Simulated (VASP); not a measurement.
# Sc (Im-3m) in VASP: further runs

Runs on Sc. Level: LDA. Tasks: single point, relaxation of cell and atoms.

All numbers are computed with VASP 6.6.1; they aren't measurements. Logs are shortened: lines on timing, memory, paths and dates and some standing lists are left out, and cuts for length are marked.

**1. The cell of the first run**

The structure is cubic, space group Im-3m (No. 229). The conventional cell has a = 3.473 Å, b = 3.473 Å, c = 3.473 Å, α = 90.00°, β = 90.00°, γ = 90.00°. Within 4.0 Å of Sc (site symmetry m-3m) lie 14 Sc at 3.01 to 3.47 Å.

**2. Single point, LDA (volume scaled by 0.92)**

The input, INCAR:

```
SYSTEM = Sc
ALGO     = Normal         ! electronic algorithm
EDIFF    = 1E-6           ! SCF threshold, eV
ENCUT    = 520            ! plane-wave cutoff, eV
ISIF     = 2              ! what is computed and relaxed
ISMEAR   = -1             ! smearing method
LASPH    = .True.         ! aspherical terms in the spheres
LCHARG   = .False.        ! write CHGCAR
LREAL    = .False.        ! projectors in reciprocal space
LWAVE    = .False.        ! write WAVECAR
NBANDS   = 12             ! bands
NELM     = 60             ! most SCF steps
PREC     = Accurate       ! precision mode
SIGMA    = 0.1            ! smearing width, eV
```

The input, KPOINTS:

```
k-points
0
Gamma
  20 20 20
  0 0 0
```

The input, POSCAR:

```
Sc
1.0
   -1.7366137376      1.7366137376      1.7366137376
    1.7366137376     -1.7366137376      1.7366137376
    1.7366137376      1.7366137376     -1.7366137376
Sc
1
Direct
    0.0000000000      0.0000000000      0.0000000000
```

Potentials or basis: VASP PAW LDA potentials, release 64 (Sc_sv).

The run is started by

```bash
$ cat potpaw_LDA.64/Sc_sv/POTCAR > POTCAR
$ mpirun -np 1 vasp_std > vasp.out
```

OUTCAR:

```text
SYSTEM = Sc
   EDIFF = 1E-6
   ENCUT = 520
   ISIF = 2
   ISMEAR = -1
   LASPH = .True.
   LREAL = .False.
   NELM = 60
   PREC = Accurate

 ion  position               nearest neighbor table
   1  0.000  0.000  0.000-

  LATTYP: Found a body centered cubic cell.
 ALAT       =     3.4732274752

  Lattice vectors:

 A1 = (  -1.7366137376,   1.7366137376,   1.7366137376)
 A2 = (   1.7366137376,  -1.7366137376,   1.7366137376)
 A3 = (   1.7366137376,   1.7366137376,  -1.7366137376)

Analysis of symmetry for initial positions (statically):
=====================================================================
 Subroutine PRICEL returns:
 Original cell was already a primitive cell.

 Routine SETGRP: Setting up the symmetry group for a
 body centered cubic supercell.

 Subroutine GETGRP returns: Found 48 space group operations
 (whereof 48 operations were pure point group operations)
 out of a pool of 48 trial point group operations.

The static configuration has the point symmetry O_h .

Analysis of symmetry for dynamics (positions and initial velocities):
=====================================================================
 Subroutine PRICEL returns:
 Original cell was already a primitive cell.

 Routine SETGRP: Setting up the symmetry group for a
 body centered cubic supercell.

 Subroutine GETGRP returns: Found 48 space group operations
 (whereof 48 operations were pure point group operations)
 out of a pool of 48 trial point group operations.

The dynamic configuration has the point symmetry O_h .

 Subroutine INISYM returns: Found 48 space group operations
 (whereof 48 operations are pure point group operations),
 and found     1 'primitive' translations

----------------------------------------------------------------------------------------

                                     Primitive cell

  volume of cell :      20.9493

  direct lattice vectors                    reciprocal lattice vectors
    -1.736613738  1.736613738  1.736613738     0.000000000  0.287916644  0.287916644
     1.736613738 -1.736613738  1.736613738     0.287916644  0.000000000  0.287916644
     1.736613738  1.736613738 -1.736613738     0.287916644  0.287916644  0.000000000

  length of vectors
     3.007903227  3.007903227  3.007903227     0.407175623  0.407175623  0.407175623

  position of ions in fractional coordinates (direct lattice)
     0.000000000  0.000000000  0.000000000

  ion indices of the primitive-cell ions
   primitive index   ion index
                 1           1

----------------------------------------------------------------------------------------

 KPOINTS: k-points

Automatic generation of k-mesh.
 Grid dimensions read from file:
 generate k-points for:   20   20   20

 Generating k-lattice:

  Cartesian coordinates                     Fractional coordinates (reciprocal lattice)
     0.000000000  0.014395832  0.014395832     0.050000000  0.000000000  0.000000000
     0.014395832  0.000000000  0.014395832     0.000000000  0.050000000  0.000000000
     0.014395832  0.014395832  0.000000000     0.000000000  0.000000000  0.050000000

  Length of vectors
     0.020358781  0.020358781  0.020358781

  Shift w.r.t. Gamma in fractional coordinates (k-lattice)
     0.000000000  0.000000000  0.000000000

 Subroutine IBZKPT returns following result:
 ===========================================

 Found    256 irreducible k-points:

 Following reciprocal coordinates:
            Coordinates               Weight
  0.000000  0.000000  0.000000      1.000000
  0.050000  0.000000  0.000000     12.000000
  0.100000  0.000000  0.000000     12.000000
  0.150000  0.000000  0.000000     12.000000
  0.200000  0.000000  0.000000     12.000000
  0.250000  0.000000  0.000000     12.000000
[... 16 lines left out ...]
  0.200000  0.100000  0.000000     48.000000
  0.250000  0.100000  0.000000     48.000000
 [... further k-points ...]
   k-points           NKPTS =    256   k-points in BZ     NKDIM =    256   number of bands    NBANDS=     12
   number of dos      NEDOS =    301   number of ions     NIONS =      1
   total plane-waves  NPLWV =  13824
   dimension x,y,z NGX =    24 NGY =   24 NGZ =   24
   dimension x,y,z NGXF=    48 NGYF=   48 NGZF=   48
   ions per type =               1
   NGX,Y,Z   is equivalent  to a cutoff of  13.26, 13.26, 13.26 a.u.
   NGXF,Y,Z  is equivalent  to a cutoff of  26.53, 26.53, 26.53 a.u.
 SYSTEM =  Sc
   PREC   = accura    normal or accurate (medium, high low for compatibility)
   ISTART =      0    job   : 0-new  1-cont  2-samecut
   ICHARG =      2    charge: 1-file 2-atom 10-const
   ISPIN  =      1    spin polarized calculation?
   LNONCOLLINEAR =      F non collinear calculations
   LSORBIT =      F    spin-orbit coupling
   LASPH  =      T    aspherical Exc in radial PAW
   ENCUT  =  520.0 eV  38.22 Ry    6.18 a.u.   5.59  5.59  5.59*2*pi/ulx,y,z
   NELM   =     60;   NELMIN=  2; NELMDL= -5     # of ELM steps
   EDIFF  = 0.1E-05   stopping-criterion for ELM
   LREAL  =      F    real-space projection
   EDIFFG = 0.1E-04   stopping-criterion for IOM
   NSW    =      0    number of steps for IOM
   IBRION =     -1    ionic relax: 0-MD 1-quasi-New 2-CG
   NFREE  =      0    steps in history (QN), initial steepest desc. (CG)
   ISIF   =      2    stress and relaxation
   ISYM   =      2    0-nonsym 1-usesym 2-fastsym
   POTIM  = 0.5000    time-step for ionic-motion
   TEBEG  =    0.0;   TEEND  =   0.0 temperature during run
   PSTRESS=    0.0 pullay stress
   NELECT =      11.0000    total number of electrons
   NUPDOWN=      -1.0000    fix difference up-down
   EMIN   =  10.00;   EMAX   =-10.00  energy-range for DOS
   EFERMI =   0.00;   METHOD = LEGACY
   ISMEAR =    -1;   SIGMA  =   0.10  broadening in eV -4-tet -1-fermi 0-gaus
   EFERMI_NEDOS =   21; number of points for ismear=-14 and -15
   IALGO  =     38    algorithm
   IMIX   =      4    mixing-type and parameters
     AMIX     =   0.40;   BMIX     =  1.00
     AMIX_MAG =   1.60;   BMIX_MAG =  1.00
  volume/ion in A,a.u.               =      20.95       141.37
  Fermi-wavevector in a.u.,A,eV,Ry     =   1.320735  2.495828 23.733215  1.744342
  Thomas-Fermi vector in A             =   2.450540
   LORBIT       =      0    0 simple, 1 ext, 2 COOP (PROOUT), +10 PAW based schemes
   GGA     = CA    functional components
   LHFCALC =     F    Hartree Fock is set to
   AEXX    =    0.0000 exact exchange contribution
   IVDW    =     0    specifies the selected vdW correction
   LEPSILON=     F    determine dielectric tensor
   LRPA    =     F    only Hartree local field effects (RPA)
 non-spin polarized calculation
  energy-cutoff  :      520.00
  volume of cell :       20.95
 maximum number of plane-waves:       586
   NGX = 11   NGY = 11   NGZ = 11

 number of electron      11.0000003 magnetization

 Free energy of the ion-electron system (eV)
  ---------------------------------------------------
  ext. energy  EPLUGINS =         0.00000000
  ---------------------------------------------------
  free energy    TOTEN  =        -6.61289371 eV

  energy without entropy =       -6.53972554  energy(sigma->0) =       -6.57630962

 E-fermi :   4.5947     XC(G=0): -10.8351

 val. band max:        4.5930994755   @ k =  -0.4000  -0.4000   0.0500
 cond. band min:       4.5967078909   @ k =   0.3500   0.1000   0.1000
 fundamental gap:      0.0036084154
 Fermi energy:         4.5947154476

 k-point     1 :       0.0000    0.0000    0.0000
  band No.  band energies     occupation
      1     -43.9700      2.00000
      2     -22.5790      2.00000
      3     -22.5790      2.00000
      4     -22.5790      2.00000
      5      -0.8697      2.00000
      6       6.1926      0.00000
      7       6.1926      0.00000
      8       6.1926      0.00000
      9       7.9576      0.00000
     10       7.9576      0.00000
     11      19.8678      0.00000
     12      19.8678      0.00000

 k-point     2 :       0.0500    0.0000    0.0000
  band No.  band energies     occupation
      1     -43.9668      2.00000
      2     -22.5971      2.00000
      3     -22.5845      2.00000
      4     -22.5792      2.00000
      5      -0.7909      2.00000
      6       6.1502      0.00000
      7       6.1786      0.00000
      8       6.2544      0.00000
      9       7.9040      0.00000
     10       7.9595      0.00000
     11      19.8165      0.00000
     12      19.8789      0.00000

 k-point     3 :       0.1000    0.0000    0.0000
  band No.  band energies     occupation
      1     -43.9574      2.00000
      2     -22.6493      2.00000
      3     -22.6002      2.00000
      4     -22.5796      2.00000
      5      -0.5592      2.00000
      6       6.0300      0.00000
      7       6.1220      0.00000
      8       6.4375      0.00000
      9       7.7769      0.00000
     10       7.9670      0.00000
     11      19.6055      0.00000
     12      19.8543      0.00000
[... 286 lines left out ...]
 k-point    23 :       0.2000    0.1000    0.0000
  band No.  band energies     occupation
      1     -43.8973      2.00000
      2     -22.9584      2.00000
      3     -22.6914      2.00000
      4     -22.6042      2.00000
      5       1.0554      2.00000
      6       5.3331      0.00124
      7       5.4096      0.00058
      8       7.5128      0.00000
      9       7.8279      0.00000
     10       8.1950      0.00000
     11      17.3058      0.00000
     12      18.1902      0.00000

 k-point    24 :       0.2500    0.1000    0.0000
  band No.  band energies     occupation
      1     -43.8776      2.00000
      2     -23.0523      2.00000
      3     -22.7301      2.00000
      4     -22.6061      2.00000
      5       1.6311      2.00000
      6       5.0986      0.01288
      7       5.2206      0.00382
      8       7.6095      0.00000
      9       8.2511      0.00000
     10       8.3642      0.00000
     11      16.1388      0.00000
     12      17.5825      0.00000

 [... further k-points ...]

------------------------ aborting loop because EDIFF is reached ----------------------------------------

  FORCE on cell =-STRESS in cart. coord.  units (eV):
  Direction    XX          YY          ZZ          XY          YZ          ZX
  --------------------------------------------------------------------------------------
  -------------------------------------------------------------------------------------
  Total        0.7344020      0.7344020      0.7344020      0.0000000      0.0000000     -0.0000000
  in kB       56.1661629     56.1661629     56.1661629      0.0000000      0.0000000     -0.0000000
  external PRESSURE =      56.1661629 kB  Pullay stress =       0.0000000 kB

 VOLUME and BASIS-vectors are now :
 -----------------------------------------------------------------------------
  energy-cutoff  :      520.00
  volume of cell :       20.95
      direct lattice vectors                 reciprocal lattice vectors
    -1.736613738  1.736613738  1.736613738     0.000000000  0.287916644  0.287916644
     1.736613738 -1.736613738  1.736613738     0.287916644  0.000000000  0.287916644
     1.736613738  1.736613738 -1.736613738     0.287916644  0.287916644  0.000000000

 POSITION                                       TOTAL-FORCE (eV/Angst)
 -----------------------------------------------------------------------------------
      0.00000      0.00000      0.00000         0.000000     -0.000000     -0.000000
 -----------------------------------------------------------------------------------
    total drift:                                0.000000     -0.000000      0.000000

  FREE ENERGIE OF THE ION-ELECTRON SYSTEM (eV)
  ---------------------------------------------------
  free  energy   TOTEN  =        -6.6128937057 eV

  energy  without entropy=       -6.5397255419  energy(sigma->0) =       -6.57630962
```

Run time: 71 s. Hardware: 1 thread of AMD EPYC 7R43 (Zen 3), shared host; peak memory 0.13 GiB.

What came out:

```
Free energy : -6.6129 eV
Pressure    : 5.6 GPa
```

Levels at points of the mesh, in eV from the Fermi level:
```csv
k point,band 2,band 3,band 4,band 5,band 6,band 7,band 8,band 9
"(0.00, 0.00, 0.00)",-27.17,-27.17,-27.17,-5.46,1.60,1.60,1.60,3.36
"(0.50, 0.00, 0.00)",-27.87,-27.39,-27.18,-2.05,0.16,0.97,3.35,3.76
"(0.50, 0.50, 0.50)",-27.65,-27.65,-27.65,-1.62,-1.62,4.62,4.62,4.62
```

(Continued in part 2 of 2.)
